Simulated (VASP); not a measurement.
# Si16Ni16H (a cell with a defect) (H interstitial hop) in VASP: further runs

Runs on Si16Ni16H (a cell with a defect) (H interstitial hop). Level: PBE. Tasks: single point.

Everything below comes from runs of VASP 6.6.1. Logs are shortened: lines on timing, memory, paths and dates and some standing lists are left out, and cuts for length are marked.

## (1) The cell of the first run

The cell holds a defect, 33 atoms: a = 8.324 Å, b = 8.324 Å, c = 8.324 Å, α = 103.76°, β = 131.83°, γ = 95.47°.

## (2) Single point, PBE

File INCAR:

```
SYSTEM = Si16Ni16H
PREC     = Accurate       ! precision mode
ENCUT    = 520            ! plane-wave cutoff, eV
EDIFF    = 1E-6           ! SCF threshold, eV
ISMEAR   = 1              ! smearing method
SIGMA    = 0.1            ! smearing width, eV
LREAL    = Auto         
LASPH    = .TRUE.         ! aspherical terms in the spheres
NELM     = 60             ! most SCF steps
ALGO     = Normal         ! electronic algorithm
ISIF     = 2              ! what is computed and relaxed
LWAVE    = .FALSE.        ! write WAVECAR
LCHARG   = .FALSE.        ! write CHGCAR
GGA      = PE             ! functional
NBANDS   = 134            ! bands
```

File KPOINTS:

```
regular mesh
0
G
  1 1 1
  0 0 0
```

File POSCAR:

```
Si16Ni16H
1.0
   -5.1384090200      3.3970617200      5.5985037800
    5.1384090200     -3.3970617200      5.5985037800
    5.1384090200      3.3970617200     -5.5985037800
Si Ni H
16 16 1
Direct
    0.1681402660      0.2104945838      0.7858977703
    0.1795711853      0.7146301898      0.2842083959
    0.6757486081      0.2115876911      0.2925527409
    0.6702975139      0.7088402298      0.7834323319
    0.3370597274      0.2939095641      0.2095302620
    0.3450666260      0.8069135873      0.7227471371
    0.8345576660      0.2911119569      0.7072810513
    0.8358092793      0.7955015895      0.2084237344
    0.3320584123      0.1170112242      0.5349759819
    0.3338493728      0.6192877069      0.0348611971
    0.8362970544      0.1253981462      0.0382461500
    0.8325445451      0.6200977254      0.5353105687
    0.1670122685      0.3676858779      0.4555250285
    0.1734733518      0.8802958695      0.9608393921
    0.6776019981      0.3838461048      0.9630478836
    0.6733360234      0.8832623707      0.4617601585
    0.4731437770      0.1044041630      0.8825885485
    0.4705105798      0.5983371262      0.3771896931
    0.9665303697      0.0945596789      0.3754152414
    0.9688334615      0.5983629427      0.8760976477
    0.0395152626      0.4045677621      0.1183572466
    0.0385144928      0.9052896970      0.6203849207
    0.5356753203      0.4029816052      0.6178396017
    0.5384043629      0.9052257653      0.1212427027
    0.0387766592      0.4166931527      0.6314046757
    0.0332743693      0.9146513397      0.1254698920
    0.5354106919      0.4117544624      0.1264596265
    0.5401396312      0.9182481294      0.6326664284
    0.4673681206      0.0883988297      0.3661988011
    0.4755903584      0.5902107369      0.8713093091
    0.9742383693      0.0876865817      0.8691734513
    0.9655496755      0.5933011277      0.3651222175
    0.2228128861      0.6053521079      0.5066626658
```

Potentials or basis: VASP PAW PBE potentials, release 64 (Si, Ni, H).

Command:

```bash
$ cat potpaw_PBE.64/Si/POTCAR potpaw_PBE.64/Ni/POTCAR potpaw_PBE.64/H/POTCAR > POTCAR
$ mpirun -np 1 vasp_gam > vasp.out
```

OUTCAR:

```text
SYSTEM = Si16Ni16H
   PREC = Accurate
   ENCUT = 520
   EDIFF = 1E-6
   ISMEAR = 1
   LREAL = Auto
   LASPH = .TRUE.
   NELM = 60
   ISIF = 2
   GGA = PE

 ion  position               nearest neighbor table
   1  0.168  0.210  0.786-  25 2.31  22 2.31  27 2.32  31 2.38  19 2.43  17 2.43   7 2.59   5 2.63
                            10 3.12
   2  0.180  0.715  0.284-  26 2.30  28 2.32  21 2.35  18 2.39  20 2.39  32 2.50   8 2.68   6 2.75
                             9 3.08  10 3.09
   3  0.676  0.212  0.293-  25 2.32  27 2.32  24 2.32  29 2.41  19 2.41  17 2.42   7 2.60   5 2.62
                            12 3.12
   4  0.670  0.709  0.783-  23 2.32  28 2.32  26 2.32  30 2.40  18 2.40  20 2.41   8 2.65   6 2.65
                            12 3.13
   5  0.337  0.294  0.210-  18 2.31  29 2.31  31 2.32  27 2.39  21 2.41  23 2.42   3 2.62   1 2.63
[... 40 lines left out ...]
                            19 2.71  32 2.71
  26  0.033  0.915  0.125-   2 2.30  14 2.31   4 2.32   8 2.39   9 2.41  11 2.42  31 2.66  19 2.66
                            29 2.67  20 2.68
  27  0.535  0.412  0.126-  15 2.31   3 2.32   1 2.32   5 2.39  10 2.42  12 2.42  17 2.61  32 2.67
                            18 2.68  30 2.68
  28  0.540  0.918  0.633-  16 2.30   4 2.32   2 2.32   9 2.39   6 2.39  11 2.40  31 2.67  29 2.68
                            17 2.69  18 2.71
  29  0.467  0.088  0.366-   9 2.30   5 2.31   7 2.33  14 2.40   3 2.41  16 2.42  23 2.66  26 2.67
                            24 2.67  28 2.68
  30  0.476  0.590  0.871-   8 2.30  10 2.31   6 2.37   4 2.40  15 2.41  13 2.49  23 2.67  24 2.68
                            27 2.68  25 2.69
  31  0.974  0.088  0.869-   5 2.32   7 2.33  11 2.33   1 2.38  16 2.40  14 2.41  22 2.65  26 2.66
                            28 2.67  21 2.68
  32  0.966  0.593  0.365-  33 1.59   8 2.28  12 2.30  15 2.39   6 2.42   2 2.50  13 2.55  22 2.64
                            27 2.67  25 2.71  21 2.72
  33  0.223  0.605  0.507-  32 1.59   6 1.70  13 1.86

  LATTYP: Found a body centered orthorhombic cell.
 ALAT       =     6.7941234400
 B/A-ratio  =     1.5126039629
 C/A-ratio  =     1.6480429976

  Lattice vectors:

 A1 = (   5.1384090200,   3.3970617200,   5.5985037800)
 A2 = (  -5.1384090200,  -3.3970617200,   5.5985037800)
 A3 = (   5.1384090200,  -3.3970617200,  -5.5985037800)

Analysis of symmetry for initial positions (statically):
=====================================================================
 Subroutine PRICEL returns:
 Original cell was already a primitive cell.

 Routine SETGRP: Setting up the symmetry group for a
 body centered orthorhombic supercell.

 Subroutine GETGRP returns: Found  1 space group operations
 (whereof  1 operations were pure point group operations)
 out of a pool of  8 trial point group operations.

The static configuration has the point symmetry C_1 .

Analysis of symmetry for dynamics (positions and initial velocities):
=====================================================================
 Subroutine PRICEL returns:
 Original cell was already a primitive cell.

 Routine SETGRP: Setting up the symmetry group for a
 body centered orthorhombic supercell.

 Subroutine GETGRP returns: Found  1 space group operations
 (whereof  1 operations were pure point group operations)
 out of a pool of  8 trial point group operations.

The dynamic configuration has the point symmetry C_1 .

 Subroutine INISYM returns: Found  1 space group operations
 (whereof  1 operations are pure point group operations),
 and found     1 'primitive' translations

----------------------------------------------------------------------------------------

                                     Primitive cell

  volume of cell :     390.8986

  direct lattice vectors                    reciprocal lattice vectors
    -5.138409020  3.397061720  5.598503780     0.000000000  0.147186022  0.089309576
     5.138409020 -3.397061720  5.598503780     0.097306384  0.000000000  0.089309576
     5.138409020  3.397061720 -5.598503780     0.097306384  0.147186022  0.000000000

  length of vectors
     8.323852483  8.323852483  8.323852483     0.172162497  0.132078510  0.176443354

  position of ions in fractional coordinates (direct lattice)
     0.168140266  0.210494584  0.785897770
     0.179571185  0.714630190  0.284208396
     0.675748608  0.211587691  0.292552741
     0.670297514  0.708840230  0.783432332
     0.337059727  0.293909564  0.209530262
     0.345066626  0.806913587  0.722747137
[... 25 lines left out ...]
     0.965549676  0.593301128  0.365122218
     0.222812886  0.605352108  0.506662666

  ion indices of the primitive-cell ions
   primitive index   ion index
                 1           1
                 2           2
                 3           3
                 4           4
                 5           5
                 6           6
[... 25 lines left out ...]
                32          32
                33          33

----------------------------------------------------------------------------------------

 KPOINTS: regular mesh

Automatic generation of k-mesh.
 Grid dimensions read from file:
 generate k-points for:    1    1    1

 Generating k-lattice:

  Cartesian coordinates                     Fractional coordinates (reciprocal lattice)
     0.000000000  0.147186022  0.089309576     1.000000000  0.000000000  0.000000000
     0.097306384  0.000000000  0.089309576     0.000000000  1.000000000  0.000000000
     0.097306384  0.147186022  0.000000000     0.000000000  0.000000000  1.000000000

  Length of vectors
     0.172162497  0.132078510  0.176443354

  Shift w.r.t. Gamma in fractional coordinates (k-lattice)
     0.000000000  0.000000000  0.000000000

 Subroutine IBZKPT returns following result:
 ===========================================

 Found      1 irreducible k-points:

 Following reciprocal coordinates:
            Coordinates               Weight
  0.000000  0.000000  0.000000      1.000000
   k-points           NKPTS =      1   k-points in BZ     NKDIM =      1   number of bands    NBANDS=    134
   number of dos      NEDOS =    301   number of ions     NIONS =     33
   total plane-waves  NPLWV = 262144
   dimension x,y,z NGX =    64 NGY =   64 NGZ =   64
   dimension x,y,z NGXF=   128 NGYF=  128 NGZF=  128
   ions per type =              16  16   1
   NGX,Y,Z   is equivalent  to a cutoff of  12.78, 12.78, 12.78 a.u.
   NGXF,Y,Z  is equivalent  to a cutoff of  25.56, 25.56, 25.56 a.u.
 SYSTEM =  Si16Ni16H
   PREC   = accura    normal or accurate (medium, high low for compatibility)
   ISTART =      0    job   : 0-new  1-cont  2-samecut
   ICHARG =      2    charge: 1-file 2-atom 10-const
   ISPIN  =      1    spin polarized calculation?
   LNONCOLLINEAR =      F non collinear calculations
   LSORBIT =      F    spin-orbit coupling
   LASPH  =      T    aspherical Exc in radial PAW
   ENCUT  =  520.0 eV  38.22 Ry    6.18 a.u.  15.48 15.48 15.48*2*pi/ulx,y,z
   NELM   =     60;   NELMIN=  2; NELMDL= -5     # of ELM steps
   EDIFF  = 0.1E-05   stopping-criterion for ELM
   LREAL  =      T    real-space projection
   EDIFFG = 0.1E-04   stopping-criterion for IOM
   NSW    =      0    number of steps for IOM
   IBRION =     -1    ionic relax: 0-MD 1-quasi-New 2-CG
   NFREE  =      0    steps in history (QN), initial steepest desc. (CG)
   ISIF   =      2    stress and relaxation
   ISYM   =      2    0-nonsym 1-usesym 2-fastsym
   POTIM  = 0.5000    time-step for ionic-motion
   TEBEG  =    0.0;   TEEND  =   0.0 temperature during run
   PSTRESS=    0.0 pullay stress
   NELECT =     225.0000    total number of electrons
   NUPDOWN=      -1.0000    fix difference up-down
   EMIN   =  10.00;   EMAX   =-10.00  energy-range for DOS
   EFERMI =   0.00;   METHOD = LEGACY
   ISMEAR =     1;   SIGMA  =   0.10  broadening in eV -4-tet -1-fermi 0-gaus
   EFERMI_NEDOS =   21; number of points for ismear=-14 and -15
   IALGO  =     38    algorithm
   IMIX   =      4    mixing-type and parameters
     AMIX     =   0.40;   BMIX     =  1.00
     AMIX_MAG =   1.60;   BMIX_MAG =  1.00
  volume/ion in A,a.u.               =      11.85        79.94
  Fermi-wavevector in a.u.,A,eV,Ry     =   1.361803  2.573435 25.232108  1.854508
  Thomas-Fermi vector in A             =   2.488348
   LORBIT       =      0    0 simple, 1 ext, 2 COOP (PROOUT), +10 PAW based schemes
   GGA     = PE    functional components
   LHFCALC =     F    Hartree Fock is set to
   AEXX    =    0.0000 exact exchange contribution
   IVDW    =     0    specifies the selected vdW correction
   LEPSILON=     F    determine dielectric tensor
   LRPA    =     F    only Hartree local field effects (RPA)
 non-spin polarized calculation
 Methfessel and Paxton  Order N= 1 SIGMA  =   0.10
  energy-cutoff  :      520.00
  volume of cell :      390.90
 maximum number of plane-waves:      5272
 NGX is ok and might be reduce to    64
   NGX = 31   NGY = 31   NGZ = 31

 number of electron     225.0000012 magnetization

 Free energy of the ion-electron system (eV)
  ---------------------------------------------------
  ext. energy  EPLUGINS =         0.00000000
  ---------------------------------------------------
  free energy    TOTEN  =      -191.70280681 eV

  energy without entropy =     -191.71686862  energy(sigma->0) =     -191.70749408

 E-fermi :  10.5529     XC(G=0): -12.2064

 val. band max:       10.5431472895   @ k =   0.0000   0.0000   0.0000
 cond. band min:      10.6770994004   @ k =   0.0000   0.0000   0.0000
 fundamental gap:      0.1339521108
 Fermi energy:        10.5529292897

 k-point     1 :       0.0000    0.0000    0.0000
  band No.  band energies     occupation
      1      -2.7528      2.00000
      2      -1.0960      2.00000
      3      -0.7562      2.00000
      4       0.1806      2.00000
      5       0.6134      2.00000
      6       0.6762      2.00000
[... 116 lines left out ...]
    123      12.3414     -0.00000
    124      12.4077     -0.00000
 [bands above 124 left out]

------------------------ aborting loop because EDIFF is reached ----------------------------------------

  FORCE on cell =-STRESS in cart. coord.  units (eV):
  Direction    XX          YY          ZZ          XY          YZ          ZX
  --------------------------------------------------------------------------------------
  -------------------------------------------------------------------------------------
  Total        7.3757845    -20.7346270     12.6940334      0.1942233     -2.6625689      2.4166748
  in kB       30.2311540    -84.9850888     52.0290794      0.7960635    -10.9130804      9.9052334
  external PRESSURE =      -0.9082851 kB  Pullay stress =       0.0000000 kB

 VOLUME and BASIS-vectors are now :
 -----------------------------------------------------------------------------
  energy-cutoff  :      520.00
  volume of cell :      390.90
      direct lattice vectors                 reciprocal lattice vectors
    -5.138409020  3.397061720  5.598503780     0.000000000  0.147186022  0.089309576
     5.138409020 -3.397061720  5.598503780     0.097306384  0.000000000  0.089309576
     5.138409020  3.397061720 -5.598503780     0.097306384  0.147186022  0.000000000

 POSITION                                       TOTAL-FORCE (eV/Angst)
 -----------------------------------------------------------------------------------
      4.25590      2.52586     -2.28006         0.004751     -0.000093      0.003277
      4.20973     -0.85215      3.41505         0.015215     -0.001904      0.002639
     -0.88179      2.57060      3.32990         0.006888     -0.000346      0.000068
      4.22364      2.53044      3.33506         0.006636     -0.002060      0.005713
      0.85493      0.85837      2.35943        -0.010908      0.003008     -0.003575
      6.08693      0.88629      2.40306        -0.013602     -0.002840     -0.016406
[... 25 lines left out ...]
     -0.03662      2.50489      6.68309        -0.005576     -0.025753     -0.004646
      4.56908      0.42166      1.79993        -0.001498      0.026908      0.022513
 -----------------------------------------------------------------------------------
    total drift:                               -0.000998      0.000322     -0.003643

  FREE ENERGIE OF THE ION-ELECTRON SYSTEM (eV)
  ---------------------------------------------------
  free  energy   TOTEN  =      -191.7028068148 eV

  energy  without entropy=     -191.7168686217  energy(sigma->0) =     -191.70749408
```

Run time: 4.3 min. Hardware: 1 thread of Intel Xeon Platinum 8259CL at 2.50GHz (Skylake/Cascade Lake), shared host; peak memory 0.54 GiB.

Results:

```
Free energy   : -191.7028 eV
Pressure      : -0.1 GPa
Largest force : 0.035 eV/Å
```

Forces on the atoms (eV/Å):
```
Si   0.005  0.000  0.003
Si   0.015 -0.002  0.003
Si   0.007  0.000  0.000
Si   0.007 -0.002  0.006
Si  -0.011  0.003 -0.004
Si  -0.014 -0.003 -0.016
Si  -0.014 -0.001 -0.006
Si  -0.007  0.004  0.003
Si  -0.006  0.000 -0.010
Si  -0.003  0.000 -0.004
Si   0.001  0.000 -0.010
Si  -0.009  0.003 -0.005
Si   0.009 -0.003  0.009
Si   0.001  0.001  0.003
Si   0.008  0.005 -0.004
Si   0.006 -0.002  0.004
Ni   0.007 -0.004 -0.001
Ni   0.016 -0.001  0.002
Ni   0.015 -0.004 -0.009
Ni   0.005 -0.003 -0.002
Ni  -0.010  0.003  0.002
Ni  -0.015  0.001  0.003
Ni  -0.012  0.002  0.003
Ni  -0.016  0.004  0.004
Ni   0.012  0.003 -0.001
Ni   0.017  0.000  0.004
Ni   0.015  0.005  0.000
Ni   0.007  0.003  0.000
Ni  -0.009  0.001  0.000
Ni  -0.014 -0.009  0.003
Ni  -0.006 -0.003  0.003
Ni  -0.006 -0.026 -0.005
H   -0.001  0.027  0.023
```

Stress tensor (GPa, compression positive):
```
 3.02  0.08  0.99
 0.08 -8.50 -1.09
 0.99 -1.09  5.20
```

Levels at points of the mesh, in eV from the Fermi level:
```tsv
k point	band 110	band 111	band 112	band 113	band 114	band 115	band 116	band 117
(0.00, 0.00, 0.00)	-1.19	-0.23	-0.19	-0.01	0.12	0.14	0.15	0.23
```

Caveat: the k points lie up to 1.11 Å⁻¹ apart.

## (3) Single point, PBE

File INCAR:

```
SYSTEM = Si16Ni16H
  PREC = Accurate
  ENCUT = 520
  EDIFF = 1E-6
  ISMEAR = 1
  SIGMA = 0.1
  LREAL = Auto
  LASPH = .TRUE.
  NELM = 60
  ALGO = Normal
  ISIF = 2
  LWAVE = .FALSE.
  LCHARG = .TRUE.
  GGA = PE
  LELF = .TRUE.
  LVHAR = .TRUE.
  NBANDS = 134
```

File KPOINTS:

```
Automatic mesh
0
G
  1 1 1
  0 0 0
```

File POSCAR:

```
Si16Ni16H
1.0
   -5.1384090200      3.3970617200      5.5985037800
    5.1384090200     -3.3970617200      5.5985037800
    5.1384090200      3.3970617200     -5.5985037800
Si Ni H
16 16 1
Direct
    0.1704757843      0.2060854254      0.7839716697
    0.1628314588      0.6929024794      0.2705929561
    0.6732141162      0.2088540984      0.2864008486
    0.6716939352      0.7043986493      0.7850116225
    0.3394844009      0.2893480688      0.2076376126
    0.3279127597      0.7852139143      0.7092544809
    0.8319848329      0.2884811843      0.7010907533
    0.8371431983      0.7907485168      0.2098199745
    0.3407413973      0.1320338072      0.5380365698
    0.3341031110      0.6196420656      0.0326365728
    0.8300136421      0.1159830907      0.0304160346
    0.8344485780      0.6167681031      0.5317660203
    0.1755322058      0.3826697021      0.4584461478
    0.1739200080      0.8808344011      0.9587782302
    0.6714351763      0.3746866505      0.9553547183
    0.6750996337      0.8797843213      0.4582020126
    0.4681108907      0.0954099359      0.8752751932
    0.4691826156      0.5945534337      0.3731358189
    0.9719782136      0.0967422203      0.3756397194
    0.9691526499      0.5947739477      0.8722639406
    0.0345062295      0.3955172731      0.1110414906
    0.0371451793      0.9015606605      0.6162371820
    0.5410919214      0.4053223168      0.6180768695
    0.5389042768      0.9015341872      0.1174062234
    0.0402448809      0.4115157115      0.6272876687
    0.0319602974      0.9095812898      0.1221460522
    0.5333041534      0.4121361674      0.1242364455
    0.5418634297      0.9066465888      0.6282181726
    0.4689650437      0.0831631923      0.3622151732
    0.4741491612      0.5851294968      0.8678341146
    0.9722129263      0.0882282136      0.8671076989
    0.9675059086      0.5815397897      0.3608048288
    0.2844101317      0.8940360605      0.4866885098
```

Potentials or basis: VASP PAW PBE potentials, release 64 (Si, Ni, H).

Command:

```bash
$ cat potpaw_PBE.64/Si/POTCAR potpaw_PBE.64/Ni/POTCAR potpaw_PBE.64/H/POTCAR > POTCAR
$ mpirun -np 1 vasp_gam > vasp.out
```

Run time: 4.2 min. Hardware: 1 thread of Intel Xeon Platinum 8259CL at 2.50GHz (Skylake/Cascade Lake), shared host; peak memory 0.56 GiB.

The run converged. Its results:

* Free energy: -191.7026 eV
* Pressure: -0.1 GPa
* Largest force: 0.037 eV/Å

Forces on the atoms (eV/Å):
```
Si   0.002 -0.003  0.000
Si   0.030 -0.002  0.008
Si   0.007 -0.002  0.003
Si   0.007 -0.008 -0.001
Si  -0.007  0.000  0.000
Si  -0.011  0.005  0.006
Si  -0.012  0.000 -0.007
Si   0.002  0.005  0.006
Si  -0.002  0.002 -0.010
Si   0.002  0.001 -0.001
Si  -0.001 -0.005 -0.002
Si  -0.004 -0.001 -0.012
Si   0.006  0.002  0.006
Si  -0.002  0.000  0.002
Si  -0.010 -0.005 -0.003
Si   0.008 -0.002  0.007
Ni   0.005 -0.002  0.002
Ni   0.013  0.001  0.001
Ni   0.012 -0.003  0.000
Ni   0.010 -0.006  0.003
Ni  -0.014  0.003  0.003
Ni  -0.011  0.000 -0.007
Ni  -0.016  0.004  0.005
Ni  -0.001  0.002 -0.005
Ni   0.010  0.000  0.002
Ni   0.013  0.008  0.003
Ni   0.010  0.005  0.000
Ni   0.001  0.037  0.006
Ni  -0.010 -0.004  0.003
Ni  -0.015  0.001 -0.003
Ni  -0.018 -0.007 -0.001
Ni  -0.008 -0.003  0.004
H    0.005 -0.026 -0.018
```

Stress tensor (GPa, compression positive):
```
 3.02  0.09  0.99
 0.09 -8.50 -1.08
 0.99 -1.08  5.19
```

Levels at points of the mesh, in eV from the Fermi level:
| k point | band 111 | band 112 | band 113 | band 114 | band 115 | band 116 |
| --- | --- | --- | --- | --- | --- | --- |
| (0.00, 0.00, 0.00) | -0.23 | -0.19 | -0.01 | 0.12 | 0.14 | 0.15 |

Caveat: the k points lie up to 1.11 Å⁻¹ apart. Spin polarisation is off, so any magnetic state and its effect on volume and gap are missing.
